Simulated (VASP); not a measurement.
A run of VASP 6.6.1 is set up as follows.

File INCAR:

```
PREC     = Accurate       # precision mode
ENCUT    = 520            # plane-wave cutoff, eV
EDIFF    = 1E-7           # SCF threshold, eV
ISMEAR   = 0              # smearing method
SIGMA    = 0.02           # smearing width, eV
LREAL    = F              # projectors in reciprocal space
LASPH    = T              # aspherical terms in the spheres
NELM     = 100            # most SCF steps
ALGO     = Normal         # electronic algorithm
ISIF     = 2              # what is computed and relaxed
LWAVE    = F              # write WAVECAR
LCHARG   = F              # write CHGCAR
GGA      = PS             # functional
NBANDS   = 20             # bands
```

Contents of KPOINTS:

```
Automatic mesh
0
Gamma
  9 9 2
```

Contents of POSCAR:

```
Te2Mo
1.0
    3.5818078249      0.0000000000      0.0000000000
   -1.7909039124      3.1019365678      0.0000000000
    0.0000000000      0.0000000000     19.2074188142
Te Mo
2 1
Direct
    0.3333333300      0.6666666700      0.9048443842
    0.3333333300      0.6666666700      0.0951556158
    0.0000000000      0.0000000000      0.0000000000
```

Potentials or basis: VASP PAW PBE potentials, release 64 (Te, Mo_sv).

Launch:

```console
$ cat potpaw_PBE.64/Te/POTCAR potpaw_PBE.64/Mo_sv/POTCAR > POTCAR
$ mpirun -np 1 vasp_std > vasp.out
```

Problem. Estimate the band gap on the k mesh.

Solution. 1.05 eV.

Problem. What does it give for the largest force?

Solution. 0.729 eV/Å.

Forces on the atoms (eV/Å):
```
Te   0.000  0.000  0.729
Te   0.000  0.000 -0.729
Mo   0.000  0.000  0.000
```

Caveat: the cell differs from its parent crystal (strained and its atoms moved); there is no dipole correction, which matters where the two faces differ; the PAW data sets were made with another functional, which shifts forces and pressure a little; spin-orbit coupling is left out, which moves the levels of the heavy elements.
